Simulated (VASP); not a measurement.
# Cu (P6_3/mmc) in VASP: further runs, part 2 of 2

VASP 6.6.1.

**4. Single point, PBEsol**

This run uses another cell than the first one, of 12.12 Å³/atom.

The input, INCAR:

```
PREC     = Accurate       # precision mode
ENCUT    = 820            # plane-wave cutoff, eV
EDIFF    = 1E-6           # SCF threshold, eV
ISMEAR   = -1             # smearing method
SIGMA    = 0.05           # smearing width, eV
LREAL    = False          # projectors in reciprocal space
LASPH    = True           # aspherical terms in the spheres
NELM     = 120            # most SCF steps
ALGO     = Normal         # electronic algorithm
ISIF     = 2              # what is computed and relaxed
LWAVE    = False          # write WAVECAR
LCHARG   = False          # write CHGCAR
GGA      = PS             # functional
NBANDS   = 26             # bands
GGA_COMPAT= False
```

The input, KPOINTS:

```
regular mesh
0
Gamma
  12 12 7
```

The input, POSCAR:

```
Cu
1.0
    2.5837974578      0.0000000000      0.0000000000
   -1.2918987289      2.2376342367      0.0000000000
    0.0000000000      0.0000000000      4.1932301247
Cu
2
Direct
    0.6666666667      0.3333333333      0.7500000000
    0.3333333333      0.6666666667      0.2500000000
```

Potentials or basis: VASP PAW PBE potentials, release 64 (Cu_sv_GW).

On the command line:

```
$ cat potpaw_PBE.64/Cu_sv_GW/POTCAR > POTCAR
$ mpirun -np 1 vasp_std > vasp.out
```

OUTCAR:

```text
PREC = Accurate
   ENCUT = 820
   EDIFF = 1E-6
   ISMEAR = -1
   LREAL = False
   LASPH = True
   NELM = 120
   ISIF = 2
   GGA = PS

 ion  position               nearest neighbor table
   1  0.667  0.333  0.750-   2 2.57   2 2.57   2 2.57   2 2.57   2 2.57   2 2.57
   2  0.333  0.667  0.250-   1 2.57   1 2.57   1 2.57   1 2.57   1 2.57   1 2.57

  LATTYP: Found a hexagonal cell.
 ALAT       =     2.5837974578
 C/A-ratio  =     1.6228942838

  Lattice vectors:

 A1 = (   2.5837974578,   0.0000000000,   0.0000000000)
 A2 = (  -1.2918987289,   2.2376342367,   0.0000000000)
 A3 = (   0.0000000000,   0.0000000000,   4.1932301247)

Analysis of symmetry for initial positions (statically):
=====================================================================
 Subroutine PRICEL returns:
 Original cell was already a primitive cell.

 Routine SETGRP: Setting up the symmetry group for a
 hexagonal supercell.

 Subroutine GETGRP returns: Found 24 space group operations
 (whereof 12 operations were pure point group operations)
[... 159 lines left out ...]
  ext. energy  EPLUGINS =         0.00000000
  ---------------------------------------------------
  free energy    TOTEN  =        -8.69481878 eV

  energy without entropy =       -8.68630409  energy(sigma->0) =       -8.69056143

 E-fermi :   7.0310     XC(G=0): -13.3825

 val. band max:        7.0252832307   @ k =   0.0833   0.0833   0.1429
 cond. band min:       7.0401425562   @ k =   0.2500   0.2500   0.2857
 fundamental gap:      0.0148593255
 Fermi energy:         7.0309519315

 k-point     1 :       0.0000    0.0000    0.0000
  band No.  band energies     occupation
      1    -105.1000      2.00000
      2    -105.0871      2.00000
      3     -62.6744      2.00000
      4     -62.5839      2.00000
      5     -62.5839      2.00000
      6     -62.5744      2.00000
[... 685 lines left out ...]
     25      24.1600      0.00000
     26      26.1502      0.00000

 [... further k-points ...]

------------------------ aborting loop because EDIFF is reached ----------------------------------------

  FORCE on cell =-STRESS in cart. coord.  units (eV):
  Direction    XX          YY          ZZ          XY          YZ          ZX
  --------------------------------------------------------------------------------------
  -------------------------------------------------------------------------------------
  Total       -1.6089276     -1.6089276     -1.6014710      0.0000000     -0.0000000      0.0000000
  in kB     -106.3287798   -106.3287798   -105.8359925      0.0000000     -0.0000000      0.0000000
  external PRESSURE =    -106.1645174 kB  Pullay stress =       0.0000000 kB

 VOLUME and BASIS-vectors are now :
 -----------------------------------------------------------------------------
  energy-cutoff  :      820.00
  volume of cell :       24.24
      direct lattice vectors                 reciprocal lattice vectors
     2.583797458  0.000000000  0.000000000     0.387027240  0.223450281  0.000000000
    -1.291898729  2.237634237  0.000000000     0.000000000  0.446900563  0.000000000
     0.000000000  0.000000000  4.193230125     0.000000000  0.000000000  0.238479637

 POSITION                                       TOTAL-FORCE (eV/Angst)
 -----------------------------------------------------------------------------------
      1.29190      0.74588      3.14492        -0.000000      0.000000      0.000000
     -0.00000      1.49176      1.04831         0.000000     -0.000000      0.000000
 -----------------------------------------------------------------------------------
    total drift:                               -0.000001      0.000000     -0.000000

  FREE ENERGIE OF THE ION-ELECTRON SYSTEM (eV)
  ---------------------------------------------------
  free  energy   TOTEN  =        -8.6948187768 eV

  energy  without entropy=       -8.6863040873  energy(sigma->0) =       -8.69056143
```

stdout:

```text
POSCAR found type information on POSCAR Cu
 POSCAR found :  1 types and       2 ions
 scaLAPACK will be used
 -----------------------------------------------------------------------------
|                                                                             |
|                                                                             |
|     You enforced a specific xc type in the INCAR file but a different       |
|     I HOPE YOU KNOW WHAT YOU ARE DOING!                                     |
|                                                                             |
 -----------------------------------------------------------------------------

 LDA part: xc-table for (Slater+PW92), standard interpolation
 POSCAR, INCAR and KPOINTS ok, starting setup
 FFT: planning ... GRIDC
 FFT: planning ... GRID_SOFT
 FFT: planning ... GRID
 WAVECAR not read
 entering main loop
```

Run time: 56 s. Hardware: 1 thread of AMD EPYC 9R45 (Zen 5), shared host; peak memory 0.2 GiB.

What came out:

| Property | Result |
| --- | --- |
| Free energy | -8.6948 eV |
| Pressure | -10.6 GPa |
| Band gap on the k mesh | zero (bands 19 and 20 overlap by 5.65 eV) |

Caveat: the cell stands under tension; the PAW data sets were made with another functional, which shifts forces and pressure a little.

**5. The runs side by side**

```csv
level,potentials or basis,cell,k mesh,cutoff (eV),grid for exact exchange (PRECFOCK),share of exact exchange,screening parameter,gap on the mesh (eV),pressure (GPa)
RPBE,"VASP PAW PBE potentials, release 64 (Cu_sv_GW)","a = 2.534, b = 2.534, c = 4.113 Å, angles 90.0, 90.0, 120.0°, 2 atoms",12 × 12 × 7,820,-,-,-,none,10.6
HSE06,"VASP PAW PBE potentials, release 64 (Cu)","a = 2.482, b = 2.482, c = 4.029 Å, angles 90.0, 90.0, 120.0°, 2 atoms",8 × 8 × 4,520,Normal,0.25,0.2079 1/Å,none,19.6
PBEsol,"VASP PAW PBE potentials, release 64 (Cu_sv_GW)","a = 2.584, b = 2.584, c = 4.193 Å, angles 90.0, 90.0, 120.0°, 2 atoms",12 × 12 × 7,820,-,-,-,none,-10.6
```

Alike in all rows: task single point; no spin polarisation; smearing fermi-dirac 0.05 eV.

Caveats: some runs use coarse meshes; the PAW data sets were made with another functional, which shifts forces and pressure a little; the cell stands under pressure (at least some runs); the cell stands under tension (at least some runs).

Total energies depend on the potentials used, so only differences within one code and one set of settings carry meaning.

The gap in the log of VASP goes by the Fermi energy; the results here count the filled bands.